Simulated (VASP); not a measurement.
# Ge4Rh2Pb (I4/mmm) in VASP: single point with PBE

Aim: the single point of Ge4Rh2Pb with PBE.

Everything below comes from runs of VASP 6.6.1. Logs are shortened: lines on timing, memory, paths and dates and some standing lists are left out, and cuts for length are marked.

### 1 The cell of the first run

It takes space group I4/mmm (No. 139, tetragonal). The conventional cell has a = 4.168 Å, b = 4.168 Å, c = 12.903 Å, α = 90.00°, β = 90.00°, γ = 90.00°. Within 3.0 Å of Ge (site symmetry mmm) lie 2 Pb at 2.08 Å and 4 Rh at 2.80 Å and 8 Ge at 2.89 to 2.95 Å. Ge (site symmetry 4mm) has 1 Pb at 2.00 Å and 1 Rh at 2.58 Å within 2.6 Å. Within 3.5 Å of Rh (site symmetry 4mm) lie 9 Ge at 2.58 to 2.95 Å and 4 Pb at 3.49 Å. Pb (site symmetry 4/mmm) has 6 Ge at 2.00 to 2.08 Å within 2.6 Å.

### 2 Single point, PBE

The input, INCAR:

```
SYSTEM = Ge4Rh2Pb
PREC     = Accurate       ! precision mode
ENCUT    = 520            ! plane-wave cutoff, eV
EDIFF    = 1E-7           ! SCF threshold, eV
ISMEAR   = -1             ! smearing method
SIGMA    = 0.0183         ! smearing width, eV
LREAL    = .False.        ! projectors in reciprocal space
LASPH    = .True.         ! aspherical terms in the spheres
NELM     = 100            ! most SCF steps
ALGO     = Normal         ! electronic algorithm
ISIF     = 2              ! what is computed and relaxed
LWAVE    = .False.        ! write WAVECAR
LCHARG   = .False.        ! write CHGCAR
GGA      = PE             ! functional
NBANDS   = 59             ! bands
```

The input, KPOINTS:

```
regular mesh
0
Gamma
  9 9 9
  0 0 0
```

The input, POSCAR:

```
Ge4Rh2Pb
1.0
    0.0000000000      4.1677189100      0.0000000000
    4.1677189100      0.0000000000      0.0000000000
    2.0838589600      2.0838589600     -6.4514265600
Ge Rh Pb
4 2 1
Direct
    0.0000000000      0.5000000000      0.0000000000
    0.5000000000      0.0000000000      0.0000000000
    0.1550000000      0.1550000000      0.6900000000
    0.8450000000      0.8450000000      0.3100000000
    0.3550000000      0.3550000000      0.2900000000
    0.6450000000      0.6450000000      0.7100000000
    0.0000000000      0.0000000000      0.0000000000
```

Potentials or basis: VASP PAW PBE potentials, release 64 (Ge_d, Rh_pv, Pb_d).

Command:

```
> cat potpaw_PBE.64/Ge_d/POTCAR potpaw_PBE.64/Rh_pv/POTCAR potpaw_PBE.64/Pb_d/POTCAR > POTCAR
> mpirun -np 1 vasp_std > vasp.out
```

OUTCAR:

```text
SYSTEM = Ge4Rh2Pb
   PREC = Accurate
   ENCUT = 520
   EDIFF = 1E-7
   ISMEAR = -1
   LREAL = .False.
   LASPH = .True.
   NELM = 100
   ISIF = 2
   GGA = PE

 ion  position               nearest neighbor table
   1  0.000  0.500  0.000-   7 2.08   7 2.08   5 2.80   6 2.80   6 2.80   5 2.80   4 2.89   3 2.89
                             3 2.89   4 2.89
   2  0.500  0.000  0.000-   7 2.08   7 2.08   5 2.80   6 2.80   5 2.80   6 2.80   4 2.89   3 2.89
                             4 2.89   3 2.89
   3  0.155  0.155  0.690-   7 2.00   5 2.58   1 2.89   2 2.89   1 2.89   2 2.89   6 2.95   6 2.95
                             6 2.95   6 2.95
   4  0.845  0.845  0.310-   7 2.00   6 2.58   1 2.89   2 2.89   2 2.89   1 2.89   5 2.95   5 2.95
                             5 2.95   5 2.95
   5  0.355  0.355  0.290-   3 2.58   2 2.80   1 2.80   2 2.80   1 2.80   4 2.95   4 2.95   4 2.95
                             4 2.95   7 3.49   7 3.49   7 3.49   7 3.49
   6  0.645  0.645  0.710-   4 2.58   2 2.80   1 2.80   2 2.80   1 2.80   3 2.95   3 2.95   3 2.95
                             3 2.95   7 3.49   7 3.49   7 3.49   7 3.49
   7  0.000  0.000  0.000-   3 2.00   4 2.00   1 2.08   2 2.08   1 2.08   2 2.08   5 3.49   6 3.49
                             6 3.49   5 3.49   6 3.49   5 3.49   6 3.49   5 3.49

  LATTYP: Found a body centered tetragonal cell.
 ALAT       =     4.1677189100
 C/A-ratio  =     3.0959029144

  Lattice vectors:

 A1 = (  -2.0838589600,   2.0838599500,   6.4514265600)
 A2 = (   2.0838599500,  -2.0838589600,   6.4514265600)
 A3 = (   2.0838589600,   2.0838589600,  -6.4514265600)

Analysis of symmetry for initial positions (statically):
=====================================================================
 Subroutine PRICEL returns:
 Original cell was already a primitive cell.

 Routine SETGRP: Setting up the symmetry group for a
 body centered tetragonal supercell.

 Subroutine GETGRP returns: Found 16 space group operations
 (whereof 16 operations were pure point group operations)
 out of a pool of 16 trial point group operations.

The static configuration has the point symmetry D_4h.

Analysis of symmetry for dynamics (positions and initial velocities):
=====================================================================
 Subroutine PRICEL returns:
 Original cell was already a primitive cell.

 Routine SETGRP: Setting up the symmetry group for a
 body centered tetragonal supercell.

 Subroutine GETGRP returns: Found 16 space group operations
 (whereof 16 operations were pure point group operations)
 out of a pool of 16 trial point group operations.

The dynamic configuration has the point symmetry D_4h.

 Subroutine INISYM returns: Found 16 space group operations
 (whereof 16 operations are pure point group operations),
 and found     1 'primitive' translations

----------------------------------------------------------------------------------------

                                     Primitive cell

  volume of cell :     112.0605

  direct lattice vectors                    reciprocal lattice vectors
     0.000000000  4.167718910  0.000000000     0.000000000  0.239939406  0.077502220
     4.167718910  0.000000000  0.000000000     0.239939406  0.000000000  0.077502220
     2.083858960  2.083858960 -6.451426560     0.000000000  0.000000000 -0.155004477

  length of vectors
     4.167718910  4.167718910  7.092661065     0.252145816  0.252145816  0.155004477

  position of ions in fractional coordinates (direct lattice)
     0.000000000  0.500000000  0.000000000
     0.500000000  0.000000000  0.000000000
     0.155000000  0.155000000  0.690000000
     0.845000000  0.845000000  0.310000000
     0.355000000  0.355000000  0.290000000
     0.645000000  0.645000000  0.710000000
     0.000000000  0.000000000  0.000000000

  ion indices of the primitive-cell ions
   primitive index   ion index
                 1           1
                 2           2
                 3           3
                 4           4
                 5           5
                 6           6
                 7           7

----------------------------------------------------------------------------------------

 KPOINTS: regular mesh

Automatic generation of k-mesh.
 Grid dimensions read from file:
 generate k-points for:    9    9    9

 Generating k-lattice:

  Cartesian coordinates                     Fractional coordinates (reciprocal lattice)
     0.000000000  0.026659934  0.008611358     0.111111111  0.000000000  0.000000000
     0.026659934  0.000000000  0.008611358     0.000000000  0.111111111  0.000000000
     0.000000000  0.000000000 -0.017222720     0.000000000  0.000000000  0.111111111

  Length of vectors
     0.028016202  0.028016202  0.017222720

  Shift w.r.t. Gamma in fractional coordinates (k-lattice)
     0.000000000  0.000000000  0.000000000

 Subroutine IBZKPT returns following result:
 ===========================================

 Found     75 irreducible k-points:

 Following reciprocal coordinates:
            Coordinates               Weight
  0.000000  0.000000  0.000000      1.000000
  0.111111  0.000000  0.000000      8.000000
  0.222222  0.000000  0.000000      8.000000
  0.333333  0.000000  0.000000      8.000000
  0.444444  0.000000  0.000000      8.000000
  0.111111  0.111111  0.000000      8.000000
[... 16 lines left out ...]
 -0.333333  0.333333  0.000000      4.000000
  0.444444  0.444444  0.000000      8.000000
 [... further k-points ...]
   k-points           NKPTS =     75   k-points in BZ     NKDIM =     75   number of bands    NBANDS=     59
   number of dos      NEDOS =    301   number of ions     NIONS =      7
   total plane-waves  NPLWV =  55296
   dimension x,y,z NGX =    32 NGY =   32 NGZ =   54
   dimension x,y,z NGXF=    64 NGYF=   64 NGZF=  108
   ions per type =               4   2   1
   NGX,Y,Z   is equivalent  to a cutoff of  12.76, 12.76, 12.66 a.u.
   NGXF,Y,Z  is equivalent  to a cutoff of  25.53, 25.53, 25.31 a.u.
 SYSTEM =  Ge4Rh2Pb
   PREC   = accura    normal or accurate (medium, high low for compatibility)
   ISTART =      0    job   : 0-new  1-cont  2-samecut
   ICHARG =      2    charge: 1-file 2-atom 10-const
   ISPIN  =      1    spin polarized calculation?
   LNONCOLLINEAR =      F non collinear calculations
   LSORBIT =      F    spin-orbit coupling
   LASPH  =      T    aspherical Exc in radial PAW
   ENCUT  =  520.0 eV  38.22 Ry    6.18 a.u.   7.75  7.75 13.19*2*pi/ulx,y,z
   NELM   =    100;   NELMIN=  2; NELMDL= -5     # of ELM steps
   EDIFF  = 0.1E-06   stopping-criterion for ELM
   LREAL  =      F    real-space projection
   EDIFFG = 0.1E-05   stopping-criterion for IOM
   NSW    =      0    number of steps for IOM
   IBRION =     -1    ionic relax: 0-MD 1-quasi-New 2-CG
   NFREE  =      0    steps in history (QN), initial steepest desc. (CG)
   ISIF   =      2    stress and relaxation
   ISYM   =      2    0-nonsym 1-usesym 2-fastsym
   POTIM  = 0.5000    time-step for ionic-motion
   TEBEG  =    0.0;   TEEND  =   0.0 temperature during run
   PSTRESS=    0.0 pullay stress
   NELECT =     100.0000    total number of electrons
   NUPDOWN=      -1.0000    fix difference up-down
   EMIN   =  10.00;   EMAX   =-10.00  energy-range for DOS
   EFERMI =   0.00;   METHOD = LEGACY
   ISMEAR =    -1;   SIGMA  =   0.02  broadening in eV -4-tet -1-fermi 0-gaus
   EFERMI_NEDOS =   21; number of points for ismear=-14 and -15
   IALGO  =     38    algorithm
   IMIX   =      4    mixing-type and parameters
     AMIX     =   0.40;   BMIX     =  1.00
     AMIX_MAG =   1.60;   BMIX_MAG =  1.00
  volume/ion in A,a.u.               =      16.01       108.03
  Fermi-wavevector in a.u.,A,eV,Ry     =   1.576125  2.978444 33.799181  2.484170
  Thomas-Fermi vector in A             =   2.677005
   LORBIT       =      0    0 simple, 1 ext, 2 COOP (PROOUT), +10 PAW based schemes
   GGA     = PE    functional components
   LHFCALC =     F    Hartree Fock is set to
   AEXX    =    0.0000 exact exchange contribution
   IVDW    =     0    specifies the selected vdW correction
   LEPSILON=     F    determine dielectric tensor
   LRPA    =     F    only Hartree local field effects (RPA)
 non-spin polarized calculation
  energy-cutoff  :      520.00
  volume of cell :      112.06
 maximum number of plane-waves:      3038
   NGX = 15   NGY = 15   NGZ = 27

 number of electron     100.0000005 magnetization

 Free energy of the ion-electron system (eV)
  ---------------------------------------------------
  ext. energy  EPLUGINS =         0.00000000
  ---------------------------------------------------
  free energy    TOTEN  =        -7.81728415 eV

  energy without entropy =       -7.81350309  energy(sigma->0) =       -7.81539362

 E-fermi :  10.0740     XC(G=0): -12.3406

 val. band max:       10.0579434421   @ k =  -0.1111   0.0000   0.2222
 cond. band min:      10.0745036857   @ k =  -0.3333  -0.4444   0.1111
 fundamental gap:      0.0165602436
 Fermi energy:        10.0739641122

 k-point     1 :       0.0000    0.0000    0.0000
  band No.  band energies     occupation
      1     -35.7651      2.00000
      2     -35.7568      2.00000
      3     -35.6245      2.00000
      4     -35.6245      2.00000
      5     -35.6233      2.00000
      6     -35.6233      2.00000
[... 51 lines left out ...]
     58      13.9151      0.00000
     59      14.6081      0.00000

 k-point     2 :       0.1111    0.0000    0.0000
  band No.  band energies     occupation
      1     -35.7649      2.00000
      2     -35.7570      2.00000
      3     -35.6247      2.00000
      4     -35.6244      2.00000
      5     -35.6236      2.00000
      6     -35.6233      2.00000
[... 51 lines left out ...]
     58      14.0471      0.00000
     59      14.9167      0.00000

 k-point     3 :       0.2222    0.0000    0.0000
  band No.  band energies     occupation
      1     -35.7644      2.00000
      2     -35.7573      2.00000
      3     -35.6252      2.00000
      4     -35.6244      2.00000
      5     -35.6243      2.00000
      6     -35.6233      2.00000
[... 1238 lines left out ...]
      5     -35.6247      2.00000
      6     -35.6246      2.00000
[... 51 lines left out ...]
     58      14.2860      0.00000
     59      14.4771      0.00000

 k-point    24 :       0.4444    0.4444    0.0000
  band No.  band energies     occupation
      1     -35.7630      2.00000
      2     -35.7582      2.00000
      3     -35.6271      2.00000
      4     -35.6265      2.00000
      5     -35.6252      2.00000
      6     -35.6246      2.00000
[... 51 lines left out ...]
     58      15.8169      0.00000
     59      15.9340      0.00000

 [... further k-points ...]

------------------------ aborting loop because EDIFF is reached ----------------------------------------

  FORCE on cell =-STRESS in cart. coord.  units (eV):
  Direction    XX          YY          ZZ          XY          YZ          ZX
  --------------------------------------------------------------------------------------
  -------------------------------------------------------------------------------------
  Total       63.6446620     63.6446620     79.2761886      0.0000000      0.0000061      0.0000061
  in kB      909.9551094    909.9551094   1133.4457695      0.0000000      0.0000870      0.0000870
  external PRESSURE =     984.4519961 kB  Pullay stress =       0.0000000 kB

 VOLUME and BASIS-vectors are now :
 -----------------------------------------------------------------------------
  energy-cutoff  :      520.00
  volume of cell :      112.06
      direct lattice vectors                 reciprocal lattice vectors
     0.000000000  4.167718910  0.000000000     0.000000000  0.239939406  0.077502220
     4.167718910  0.000000000  0.000000000     0.239939406  0.000000000  0.077502220
     2.083858960  2.083858960 -6.451426560     0.000000000  0.000000000 -0.155004477

 POSITION                                       TOTAL-FORCE (eV/Angst)
 -----------------------------------------------------------------------------------
      2.08386      0.00000      0.00000         0.000000      0.000000      0.000000
      0.00000      2.08386      0.00000        -0.000000     -0.000000      0.000000
      2.08386      2.08386     -4.45148         0.000002      0.000002     21.306597
      4.16772      4.16772     -1.99994        -0.000002     -0.000002    -21.306597
      2.08386      2.08386     -1.87091        -0.000000     -0.000000     -0.391724
      4.16772      4.16772     -4.58051         0.000000      0.000000      0.391724
      0.00000      0.00000      0.00000         0.000000      0.000000      0.000000
 -----------------------------------------------------------------------------------
    total drift:                               -0.000000     -0.000000      0.000000

  FREE ENERGIE OF THE ION-ELECTRON SYSTEM (eV)
  ---------------------------------------------------
  free  energy   TOTEN  =        -7.8172841542 eV

  energy  without entropy=       -7.8135030929  energy(sigma->0) =       -7.81539362
```

Wall time 12 min (1 thread of Intel Xeon Platinum 8259CL at 2.50GHz (Skylake/Cascade Lake), shared host); peak memory 0.51 GiB.

Results:

```
Free energy            : -7.8173 eV
Pressure               : 98.4 GPa
Largest force          : 21.307 eV/Å
Band gap on the k mesh : zero (bands 50 and 51 overlap by 1.35 eV)
```

Forces on the atoms (eV/Å):
```
Ge    0.000   0.000   0.000
Ge    0.000   0.000   0.000
Ge    0.000   0.000  21.307
Ge    0.000   0.000 -21.307
Rh    0.000   0.000  -0.392
Rh    0.000   0.000   0.392
Pb    0.000   0.000   0.000
```

Stress tensor (GPa, compression positive):
```
 91.00   0.00   0.00
  0.00  91.00   0.00
  0.00   0.00 113.34
```

Caveat: the stress differs along the axes, from 91 to 113 GPa; spin-orbit coupling is left out, which moves the levels of the heavy elements; forces of over 1 eV/Å act on the atoms, so gaps and moduli don't describe the material at rest.
